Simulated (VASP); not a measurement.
Write the native input for VASP 6.6.1 that does the following.

```yaml
Task: single point
Functional: PBE
Potentials_or_basis: VASP PAW PBE potentials, release 64 (Mg, Sb)
Cutoff: 600 eV
k_mesh: 12 × 12 × 6
Occupations: gaussian, width 0.01 eV
Spin: no spin polarisation
Dipole_correction: no
Further_INCAR_settings: ALGO = Normal; EDIFF = 1e-06; NBANDS = 16
```

The structure of Mg3Sb2 lies in POSCAR:

```
Mg3Sb2
1.0
    4.7776217399      0.0000000000      0.0000000000
   -2.3888108700      4.1375417964      0.0000000000
    0.0000000000      0.0000000000      7.1017902794
Mg Sb
3 2
Direct
    0.3333333333      0.6666666667      0.6395041780
    0.6666666667      0.3333333333      0.3604958220
    0.0000000000      0.0000000000      0.0000000000
    0.3333333333      0.6666666667      0.2268250260
    0.6666666667      0.3333333333      0.7731749740
```

This cell differs from its parent crystal: biaxial strain in the a-b plane: +4.0 %, then relaxed in part.

One way to write it, as run:

INCAR

```
PREC = Accurate ; ENCUT = 600
EDIFF = 1E-6 ; ISMEAR = 0
SIGMA = 0.01 ; LREAL = F
LASPH = T ; NELM = 120
ALGO = Normal ; ISIF = 2
LWAVE = F ; LCHARG = F
GGA = PE ; NBANDS = 16
GGA_COMPAT = F
```

KPOINTS

```
regular mesh
0
Gamma
  12 12 6
```

Potentials or basis: VASP PAW PBE potentials, release 64 (Mg, Sb).

Run with:

```bash
$ cat potpaw_PBE.64/Mg/POTCAR potpaw_PBE.64/Sb/POTCAR > POTCAR
$ mpirun -np 1 vasp_std > vasp.out
```

Results of the run:

```
Pressure               : -2.1 GPa
Largest force          : 0.010 eV/Å
Band gap on the k mesh : zero (bands 8 and 9 overlap by 0.24 eV)
```

Caveat: the cell differs from its parent crystal (biaxial strain in the a-b plane: +4.0 %, then relaxed in part); semilocal functionals underestimate gaps, and a narrow one can read as zero; spin-orbit coupling is left out, which moves the levels of the heavy elements.

It took 3.4 min on 1 thread of Oxide Virtual Turin-like Processor (shared host), peak memory 0.44 GiB.
